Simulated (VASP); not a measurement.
Wanted: the native input for a VASP 6.6.1 run.

- Task: single point
- Functional: PBEsol
- Potentials or basis: VASP PAW PBE potentials, release 64 (P)
- Cutoff: 520 eV
- k mesh: 14 × 11 × 5
- Occupations: gaussian, width 0.15 eV
- Spin: no spin polarisation
- Dipole correction: no
- Further INCAR settings: ALGO = Normal; EDIFF = 1e-06; NBANDS = 30

The structure of P lies in POSCAR:

```
P
1.0
   -3.3174145446      0.0000000000      0.0000000000
    0.0000000000      0.0000000000     -4.1971724467
    0.0000000000    -11.2907124513      0.0000000000
P
8
Direct
    0.0000000000      0.0728740689      0.7795315297
    0.5000000000      0.0728740689      0.3238157148
    1.0000000000      0.4271259311      0.3238157148
    0.5000000000      0.4271259311      0.7795315297
    0.0000000000      0.9271259311      0.5876159151
    0.5000000000      0.9271259311      0.1319001001
    1.0000000000      0.5728740689      0.1319001001
    0.5000000000      0.5728740689      0.5876159151
```

This cell differs from its parent crystal: the distance across one plane changed.

These files were run (other wordings do the same):

INCAR

```
ALGO     = Normal         # electronic algorithm
EDIFF    = 1E-6           # SCF threshold, eV
ENCUT    = 520            # plane-wave cutoff, eV
GGA      = PS             # functional
ISIF     = 2              # what is computed and relaxed
ISMEAR   = 0              # smearing method
LASPH    = T              # aspherical terms in the spheres
LCHARG   = F              # write CHGCAR
LREAL    = F              # projectors in reciprocal space
LWAVE    = F              # write WAVECAR
NBANDS   = 30             # bands
NELM     = 100            # most SCF steps
PREC     = Accurate       # precision mode
SIGMA    = 0.15           # smearing width, eV
```

KPOINTS

```
k-points
0
Gamma
  14 11 5
```

Potentials or basis: VASP PAW PBE potentials, release 64 (P).

Launch:

```sh
$ cat potpaw_PBE.64/P/POTCAR > POTCAR
$ mpirun -np 1 vasp_std > vasp.out
```

It gave:

```
Pressure               : -0.4 GPa
Largest force          : 0.122 eV/Å
Band gap on the k mesh : zero (bands 20 and 21 overlap by 0.16 eV)
```

Caveat: the cell differs from its parent crystal (the distance across one plane changed); the PAW data sets were made with another functional, which shifts forces and pressure a little; this functional lacks dispersion, which binds layers or chains, so the pressure and a relaxed spacing across them are unreliable.

It took 18 min on 1 thread of Intel Xeon 8259CL, with other jobs on the host, peak memory 0.56 GiB.
